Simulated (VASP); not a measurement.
# Te (R-3m) in VASP: single point with B3LYP+D4

Aim: the single point of Te with B3LYP+D4.

Everything below comes from runs of VASP 6.6.1. Logs are shortened: lines on timing, memory, paths and dates and some standing lists are left out, and cuts for length are marked.

## Step 1: The cell of the first run

The typed cell holds 1 atom: a = 3.154 Å, b = 3.154 Å, c = 3.154 Å, α = 89.93°, β = 89.93°, γ = 89.93°.

This isn't the form of Te at room conditions, which is trigonal, of chains.

## Step 2: Single point, B3LYP+D4, non-collinear spin, zero start, spin-orbit coupling

POSCAR

```
Te
1.0
    2.2289327077      1.2868748988      1.8231499703
   -2.2289327077      1.2868748988      1.8231499703
    0.0000000000     -2.5737497976      1.8231499703
Te
1
Direct
    0.5000000000      0.5000000000      0.5000000000
```

INCAR.step1

```
SYSTEM = Te
PREC = Accurate
ENCUT = 520
EDIFF = 1E-5
ISMEAR = -1
SIGMA = 0.1
LREAL = .False.
LASPH = .True.
NELM = 150
ALGO = Normal
ISIF = 2
LWAVE = .True.
LCHARG = .False.
LNONCOLLINEAR = .True.
MAGMOM = 0 0 0
LORBIT = 11
LSORBIT = .True.
GGA_COMPAT = .False.
LORBMOM = .True.
NBANDS = 17
GGA = PE
```

INCAR.step2

```
SYSTEM = Te
PREC = Accurate
ENCUT = 520
EDIFF = 1E-7
ISMEAR = -1
SIGMA = 0.1
LREAL = .False.
LASPH = .True.
NELM = 150
ALGO = Normal
ISIF = 2
LWAVE = .False.
LCHARG = .False.
LNONCOLLINEAR = .True.
MAGMOM = 0 0 0
LORBIT = 11
LSORBIT = .True.
GGA_COMPAT = .False.
LORBMOM = .True.
GGA = B3
LHFCALC = .True.
AEXX = 0.2
AGGAX = 0.72
AGGAC = 0.81
ALDAC = 0.19
PRECFOCK = Normal
IVDW = 13
NBANDS = 17
ISTART = 1
```

KPOINTS

```
Automatic mesh
0
Gamma
  5 5 5
  0 0 0
```

Potentials or basis: VASP PAW PBE potentials, release 64 (Te).

Launch:

```sh
cat potpaw_PBE.64/Te/POTCAR > POTCAR
cp INCAR.step1 INCAR
mpirun -np 1 vasp_ncl > vasp.out
cp INCAR.step2 INCAR
mpirun -np 1 vasp_ncl > vasp.out
```

OUTCAR:

```text
SYSTEM = Te
   PREC = Accurate
   ENCUT = 520
   EDIFF = 1E-7
   ISMEAR = -1
   LREAL = .False.
   LASPH = .True.
   NELM = 150
   ISIF = 2
   LNONCOLLINEAR = .True.
   LORBIT = 11
   LSORBIT = .True.
   GGA = B3
   LHFCALC = .True.
   AEXX = 0.2
   PRECFOCK = Normal
   IVDW = 13
   ISTART = 1

 ion  position               nearest neighbor table
   1  0.500  0.500  0.500-

  LATTYP: Found a trigonal (rhomboedric) cell.
 ALAT       =     3.1540551414
 COS(alpha) =     0.0011843314

  Lattice vectors:

 A1 = (   2.2289327077,   1.2868748988,   1.8231499703)
 A2 = (  -2.2289327077,   1.2868748988,   1.8231499703)
 A3 = (   0.0000000000,  -2.5737497976,   1.8231499703)

Analysis of symmetry for initial positions (statically):
=====================================================================
 Subroutine PRICEL returns:
 Original cell was already a primitive cell.

 Routine SETGRP: Setting up the symmetry group for a
 trigonal (rhombohedral) supercell.

 Subroutine GETGRP returns: Found 12 space group operations
 (whereof 12 operations were pure point group operations)
 out of a pool of 12 trial point group operations.

The static configuration has the point symmetry D_3d.

Analysis of symmetry for dynamics (positions and initial velocities):
=====================================================================
 Subroutine PRICEL returns:
 Original cell was already a primitive cell.

 Routine SETGRP: Setting up the symmetry group for a
 trigonal (rhombohedral) supercell.

 Subroutine GETGRP returns: Found 12 space group operations
 (whereof 12 operations were pure point group operations)
 out of a pool of 12 trial point group operations.

The dynamic configuration has the point symmetry D_3d.

Analysis of structural, dynamic, and magnetic symmetry:
=====================================================================
 Subroutine PRICEL returns:
 Original cell was already a primitive cell.

 Routine SETGRP: Setting up the symmetry group for a
 trigonal (rhombohedral) supercell.

 Subroutine GETGRP returns: Found 12 space group operations
 (whereof 12 operations were pure point group operations)
 out of a pool of 12 trial point group operations.

The overall configuration has the point symmetry D_3d.

 Subroutine INISYM returns: Found 12 space group operations
 (whereof 12 operations are pure point group operations),
 and found     1 'primitive' translations

----------------------------------------------------------------------------------------

                                     Primitive cell

  volume of cell :      31.3767

  direct lattice vectors                    reciprocal lattice vectors
     2.228932708  1.286874899  1.823149970     0.224322609  0.129512719  0.182833743
    -2.228932708  1.286874899  1.823149970    -0.224322609  0.129512719  0.182833743
     0.000000000 -2.573749798  1.823149970     0.000000000 -0.259025437  0.182833743

  length of vectors
     3.154055141  3.154055141  3.154055141     0.317052606  0.317052606  0.317052606

  position of ions in fractional coordinates (direct lattice)
     0.500000000  0.500000000  0.500000000

  ion indices of the primitive-cell ions
   primitive index   ion index
                 1           1

----------------------------------------------------------------------------------------

 KPOINTS: Automatic mesh

Automatic generation of k-mesh.
 Grid dimensions read from file:
 generate k-points for:    5    5    5

 Generating k-lattice:

  Cartesian coordinates                     Fractional coordinates (reciprocal lattice)
     0.044864522  0.025902544  0.036566749     0.200000000  0.000000000  0.000000000
    -0.044864522  0.025902544  0.036566749     0.000000000  0.200000000  0.000000000
     0.000000000 -0.051805087  0.036566749     0.000000000  0.000000000  0.200000000

  Length of vectors
     0.063410521  0.063410521  0.063410521

[... 51 lines left out ...]
   IBRION =     -1    ionic relax: 0-MD 1-quasi-New 2-CG
   NFREE  =      0    steps in history (QN), initial steepest desc. (CG)
   ISIF   =      2    stress and relaxation
   ISYM   =      3    0-nonsym 1-usesym 2-fastsym
   POTIM  = 0.5000    time-step for ionic-motion
   TEBEG  =    0.0;   TEEND  =   0.0 temperature during run
   PSTRESS=    0.0 pullay stress
   NELECT =       6.0000    total number of electrons
   NUPDOWN=      -1.0000    fix difference up-down
   EMIN   =  10.00;   EMAX   =-10.00  energy-range for DOS
   EFERMI =   0.00;   METHOD = LEGACY
   ISMEAR =    -1;   SIGMA  =   0.10  broadening in eV -4-tet -1-fermi 0-gaus
   EFERMI_NEDOS =   21; number of points for ismear=-14 and -15
   IALGO  =     38    algorithm
   IMIX   =      1    mixing-type and parameters
     AMIX     =   0.40;   BMIX     =  1.00
     AMIX_MAG =   1.60;   BMIX_MAG =  1.00
  volume/ion in A,a.u.               =      31.38       211.74
  Fermi-wavevector in a.u.,A,eV,Ry     =   0.943169  1.782331 12.103309  0.889568
  Thomas-Fermi vector in A             =   2.070850
   LORBIT       =     11    0 simple, 1 ext, 2 COOP (PROOUT), +10 PAW based schemes
   GGA     = B3    functional components
   LHFCALC =     T    Hartree Fock is set to
   PRECFOCK=normal    Normal, Fast or Accurate (Low or Medium for compatibility)
   ENCUT4O =  -1.0   cutoff for four orbital integrals eV
   NKREDX  =     1    reduce k-point grid by
   NKREDY  =     1    reduce k-point grid by
   NKREDZ  =     1    reduce k-point grid by
   AEXX    =    0.2000 exact exchange contribution
   HFSCREEN=    0.0000 screening length (either q_TF or 0.3 A-1)
   HFSCREENC=   0.0000 screening length for correlation (either q_TF or 0.3 A-1)
   ENCUTFOCK=  -1.0 apply spherical cutoff to Coloumb kernel
   IVDW    =    13    specifies the selected vdW correction
   LEPSILON=     F    determine dielectric tensor
   LRPA    =     F    only Hartree local field effects (RPA)
  energy-cutoff  :      520.00
  volume of cell :       31.38
 maximum number of plane-waves:      1722
  NGX = 18; NGY = 18; NGZ = 18

 number of electron       5.9999999 magnetization      -0.0000000      0.0000000     -0.0000000

 number of electron       5.9999999 magnetization       0.0000000     -0.0000000      0.0000000

 Free energy of the ion-electron system (eV)
  ---------------------------------------------------
  ext. energy  EPLUGINS =         0.00000000
  ---------------------------------------------------
  free energy    TOTEN  =        -3.46165063 eV

  energy without entropy =       -3.44872885  energy(sigma->0) =       -3.45518974

 E-fermi :   6.3551     XC(G=0):  -7.4589

 val. band max:        6.0976209216   @ k =   0.4000   0.2000   0.2000
 cond. band min:       7.3814721740   @ k =  -0.2000   0.4000   0.2000
 fundamental gap:      1.2838512524
 Fermi energy:         6.3551299046

 k-point     1 :       0.0000    0.0000    0.0000
  band No.  band energies     occupation
      1      -8.3929      1.00000
      2      -8.3929      1.00000
      3       7.8762      0.00000
      4       7.8762      0.00000
      5       9.1306      0.00000
      6       9.1306      0.00000
[... 357 lines left out ...]
      4       2.9252      1.00000
      5       3.7816      1.00000
      6       3.7816      1.00000
[... 9 lines left out ...]
     16      17.4518      0.00000
     17      27.8276      0.00000

------------------------ aborting loop because EDIFF is reached ----------------------------------------

  DFT-D4 for vdW energy calculation

  Edisp (eV):   -0.84004

  FORCE on cell =-STRESS in cart. coord.  units (eV):
  Direction    XX          YY          ZZ          XY          YZ          ZX
  --------------------------------------------------------------------------------------
  -------------------------------------------------------------------------------------
  Total      -0.07154    -0.07154    -0.07877     0.00000     0.00000     0.00000
  in kB      -3.65313    -3.65313    -4.02230     0.00000     0.00000     0.00000
  external pressure =       -3.78 kB  Pullay stress =        0.00 kB

 VOLUME and BASIS-vectors are now :
 -----------------------------------------------------------------------------
  energy-cutoff  :      520.00
  volume of cell :       31.38
      direct lattice vectors                 reciprocal lattice vectors
     2.228932708  1.286874899  1.823149970     0.224322609  0.129512719  0.182833743
    -2.228932708  1.286874899  1.823149970    -0.224322609  0.129512719  0.182833743
     0.000000000 -2.573749798  1.823149970     0.000000000 -0.259025437  0.182833743

 POSITION                                       TOTAL-FORCE (eV/Angst)
 -----------------------------------------------------------------------------------
      0.00000      0.00000      2.73472        -0.000000     -0.000000      0.000000
 -----------------------------------------------------------------------------------
    total drift:                               -0.000000      0.000000     -0.000000

  FREE ENERGIE OF THE ION-ELECTRON SYSTEM (eV)
  ---------------------------------------------------
  free  energy   TOTEN  =        -4.3016937843 eV

  energy  without entropy=       -4.2887720125  energy(sigma->0) =       -4.29523290

 orbital moment (x)

 # of ion     p       d       tot
 ----------------------------------------
  1        -0.000   0.000   0.000
 ----------------------------------------
           -0.000   0.000   0.000

 orbital moment (y)

 # of ion     p       d       tot
 ----------------------------------------
  1         0.000  -0.000  -0.000
 ----------------------------------------
            0.000  -0.000  -0.000

 orbital moment (z)

 # of ion     p       d       tot
 ----------------------------------------
  1         0.000  -0.000   0.000
 ----------------------------------------
            0.000  -0.000   0.000

 Spin-Orbit-Coupling matrix elements

 Ion:    1  E_soc:     -0.2978996
 l=   1
     0.0000000    -0.0495906    -0.0495672
    -0.0495906     0.0000000    -0.0495906
    -0.0495672    -0.0495906     0.0000000
 l=   2
     0.0000000    -0.0000150     0.0000000    -0.0000150    -0.0000501
    -0.0000150     0.0000000    -0.0000369    -0.0000173    -0.0000150
     0.0000000    -0.0000369     0.0000000    -0.0000369     0.0000000
    -0.0000150    -0.0000173    -0.0000369     0.0000000    -0.0000150
    -0.0000501    -0.0000150     0.0000000    -0.0000150     0.0000000
 l=   3
     0.0000000     0.0000000     0.0000000     0.0000000     0.0000000     0.0000000     0.0000000
     0.0000000     0.0000000     0.0000000     0.0000000     0.0000000     0.0000000     0.0000000
     0.0000000     0.0000000     0.0000000     0.0000000     0.0000000     0.0000000     0.0000000
     0.0000000     0.0000000     0.0000000     0.0000000     0.0000000     0.0000000     0.0000000
     0.0000000     0.0000000     0.0000000     0.0000000     0.0000000     0.0000000     0.0000000
     0.0000000     0.0000000     0.0000000     0.0000000     0.0000000     0.0000000     0.0000000
     0.0000000     0.0000000     0.0000000     0.0000000     0.0000000     0.0000000     0.0000000

 total charge

# of ion       s       p       d       tot
------------------------------------------
    1        1.414   1.898   0.051   3.363

 magnetization (x)

# of ion       s       p       d       tot
------------------------------------------
    1        0.000   0.000  -0.000   0.000

 magnetization (y)

# of ion       s       p       d       tot
------------------------------------------
    1       -0.000   0.000   0.000  -0.000

 magnetization (z)

# of ion       s       p       d       tot
------------------------------------------
    1        0.000   0.000   0.000   0.000
```

Run time: 39 min. Hardware: 1 thread of AMD EPYC 7R43 (Zen 3), shared host; peak memory 0.18 GiB.

Results:

* Free energy: -4.3017 eV
* Pressure: -0.4 GPa
* Net moment: 0.00 μB per cell
* Valence electrons inside the program's atomic spheres: Te 3.36
* Dispersion energy per atom: -0.840 eV

Moments on the atoms (μB; x, y, z):
```
Te  0.00 0.00 0.00
```

Caveat: the k points lie up to 0.40 Å⁻¹ apart; the PAW data sets were made with another functional, which shifts forces and pressure a little.
